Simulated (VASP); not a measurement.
Here is a VASP 6.6.1 calculation.

The input INCAR:

```
SYSTEM = Si
PREC     = Accurate       ! precision mode
ENCUT    = 520            ! plane-wave cutoff, eV
EDIFF    = 1E-6           ! SCF threshold, eV
ISMEAR   = 0              ! smearing method
SIGMA    = 0.02           ! smearing width, eV
LREAL    = Auto         
LASPH    = .True.         ! aspherical terms in the spheres
NELM     = 80             ! most SCF steps
ALGO     = Fast           ! electronic algorithm
ISIF     = 2              ! what is computed and relaxed
LWAVE    = .False.        ! write WAVECAR
LCHARG   = .False.        ! write CHGCAR
GGA      = PE             ! functional
IBRION   = 2              ! ionic algorithm
NSW      = 80             ! ionic steps
EDIFFG   = -0.02          ! ionic threshold
```

KPOINTS

```
Automatic mesh
0
Gamma
  2 2 2
  0.5 0.5 0.5
```

POSCAR

```
Si
1.0
    5.4700937543      5.4700937543     -5.4700937543
   -5.4700937543      5.4700937543      5.4700937543
    5.4700937543     -5.4700937543      5.4700937543
Si
31
Direct
    0.5000000000      0.7500000000      1.0000000000
    0.2500000000      0.7500000000      0.2500000000
    0.0000000000      0.7500000000      0.5000000000
    0.5000000000      1.0000000000      0.7500000000
    0.7500000000      0.7500000000      0.7500000000
    0.2500000000      1.0000000000      1.0000000000
    0.0000000000      0.0000000000      0.2500000000
    0.5000000000      0.2500000000      0.5000000000
    0.7500000000      0.0000000000      0.5000000000
    0.2500000000      0.2500000000      0.7500000000
    0.0000000000      0.2500000000      0.0000000000
    0.5000000000      0.5000000000      0.2500000000
    0.7500000000      0.2500000000      0.2500000000
    0.2500000000      0.5000000000      0.5000000000
    0.0000000000      0.5000000000      0.7500000000
    0.7500000000      0.5000000000      0.0000000000
    0.0000000000      0.5000000000      0.0000000000
    0.7500000000      0.5000000000      0.2500000000
    0.2500000000      0.7500000000      0.5000000000
    0.5000000000      0.5000000000      0.5000000000
    0.0000000000      0.7500000000      0.7500000000
    0.7500000000      0.7500000000      0.0000000000
    0.2500000000      0.0000000000      0.2500000000
    0.5000000000      0.7500000000      0.2500000000
    0.0000000000      0.0000000000      0.5000000000
    0.7500000000      0.0000000000      0.7500000000
    0.2500000000      0.2500000000      0.0000000000
    0.5000000000      0.0000000000      0.0000000000
    0.0000000000      0.2500000000      0.2500000000
    0.7500000000      0.2500000000      0.5000000000
    0.5000000000      0.2500000000      0.7500000000
```

Potentials or basis: VASP PAW PBE potentials, release 64 (Si).

The run is started by

```console
$ cat potpaw_PBE.64/Si/POTCAR > POTCAR
$ mpirun -np 1 vasp_std > vasp.out
```

Problem. Estimate the energy gained by relaxing.

Solution. 1.5 meV/atom.

Problem. Predict the band gap on the k mesh.

Solution. Zero (bands 62 and 63 overlap by 0.15 eV).

Forces in eV/Å, atoms in the order of the input:
```
Si   0.002  0.002  0.002
Si   0.007 -0.007  0.000
Si   0.000  0.007  0.007
Si  -0.007  0.000  0.007
Si   0.007  0.000 -0.007
Si  -0.007  0.007  0.000
Si  -0.007 -0.007  0.000
Si   0.007  0.007  0.000
Si  -0.007  0.000 -0.007
Si   0.002 -0.002 -0.002
Si   0.007  0.000  0.007
Si   0.000 -0.007  0.007
Si   0.000 -0.007 -0.007
Si  -0.002  0.002 -0.002
Si  -0.002 -0.002  0.002
Si   0.000  0.007 -0.007
Si  -0.008 -0.001  0.001
Si   0.000  0.000  0.000
Si  -0.001  0.001 -0.008
Si  -0.008  0.001 -0.001
Si  -0.001 -0.008  0.001
Si   0.001  0.001  0.008
Si   0.000  0.000  0.000
Si   0.001  0.008  0.001
Si   0.008 -0.001 -0.001
Si   0.000  0.000  0.000
Si   0.001 -0.001 -0.008
Si   0.008  0.001  0.001
Si  -0.001  0.008 -0.001
Si  -0.001 -0.001  0.008
Si   0.001 -0.008 -0.001
```

Caveat: the k points lie up to 0.41 Å⁻¹ apart; the cell differs from its parent crystal (atoms taken out).
